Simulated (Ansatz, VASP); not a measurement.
## Ga2Si3: VASP beside Ansatz

The input INCAR:

```
  PREC = Accurate
  ENCUT = 600
  EDIFF = 1E-7
  ISMEAR = 0
  SIGMA = 0.1
  LREAL = F
  LASPH = T
  NELM = 100
  ALGO = Normal
  ISIF = 3
  LWAVE = F
  LCHARG = F
  GGA = PE
  IBRION = 2
  NSW = 90
  EDIFFG = -0.04
  LUSENCCL = F
```

File KPOINTS:

```
Automatic mesh
0
Gamma
  6 6 6
```

POSCAR

```
Ga2Si3
1.0
    2.9539824369      1.7054825551      5.3766916364
   -2.9539824369      1.7054825551      5.3766916364
    0.0000000000     -3.4109651103      5.3766916364
Ga Si
4 6
Direct
    0.8521800000      0.8521800000      0.8521800000
    0.6478200000      0.6478200000      0.6478200000
    0.1478200000      0.1478200000      0.1478200000
    0.3521800000      0.3521800000      0.3521800000
    0.0562500000      0.4437500000      0.7500000000
    0.7500000000      0.0562500000      0.4437500000
    0.4437500000      0.7500000000      0.0562500000
    0.9437500000      0.5562500000      0.2500000000
    0.2500000000      0.9437500000      0.5562500000
    0.5562500000      0.2500000000      0.9437500000
```

Input for Ansatz:

```yaml
crystal:
  lattice:
    - [2.9539824369, 1.7054825551, 5.3766916364]
    - [-2.9539824369, 1.7054825551, 5.3766916364]
    - [0.0, -3.4109651103, 5.3766916364]
  atoms:
    - { symbol: Ga, position: [0.85218, 0.85218, 0.85218] }
    - { symbol: Ga, position: [0.64782, 0.64782, 0.64782] }
    - { symbol: Ga, position: [0.14782, 0.14782, 0.14782] }
    - { symbol: Ga, position: [0.35218, 0.35218, 0.35218] }
    - { symbol: Si, position: [0.05625, 0.44375, 0.75] }
    - { symbol: Si, position: [0.75, 0.05625, 0.44375] }
    - { symbol: Si, position: [0.44375, 0.75, 0.05625] }
    - { symbol: Si, position: [0.94375, 0.55625, 0.25] }
    - { symbol: Si, position: [0.25, 0.94375, 0.55625] }
    - { symbol: Si, position: [0.55625, 0.25, 0.94375] }
basis:
  ecutwfc: 420
kpoints:
  mp_grid: { grid: [6, 6, 6] }
hamiltonian:
  xc: pbe
scf:
  occupations: { method: gaussian, width: 0.1 }
  lower_state_search: "off"
output:
  forces: true
  stress: true
  eigenvalues: true
relax:
  adjacent_minimum: "off"
  f_tol: 0.04
  max_steps: 70
  cell: { stress_tol: 0.4 }
```

Alike in both runs: task relaxation of cell and atoms; functional PBE; k mesh 6 × 6 × 6; occupations gaussian, width 0.1 eV; no spin polarisation.

|  | VASP | Ansatz |
| --- | --- | --- |
| version | VASP 6.6.1 | Ansatz 0.2.0 |
| potentials or method | VASP PAW PBE potentials, release 64 (Ga_d, Si), cutoff 600 eV | scalar-relativistic, plane waves, PAW |
| valence electrons in the cell | 76 | 76 |

VASP gave:

| Item | Value |
| --- | --- |
| gap on the k mesh at the Fermi level, each at its own relaxed structure (eV) | none |
| relaxed volume (Å³/atom) | 18.15 |
| relaxed length of the cell vector where the two differ most in proportion (Å) | 6.322 |

**Question.** Estimate Ansatz's values.

**Answer.** gap on the k mesh at the Fermi level, each at its own relaxed structure (eV): none; relaxed volume (Å³/atom): 18.11; relaxed length of the cell vector where the two differ most in proportion (Å): 6.315.

A gap of «none» marks a metal or a gap that the smearing closes.
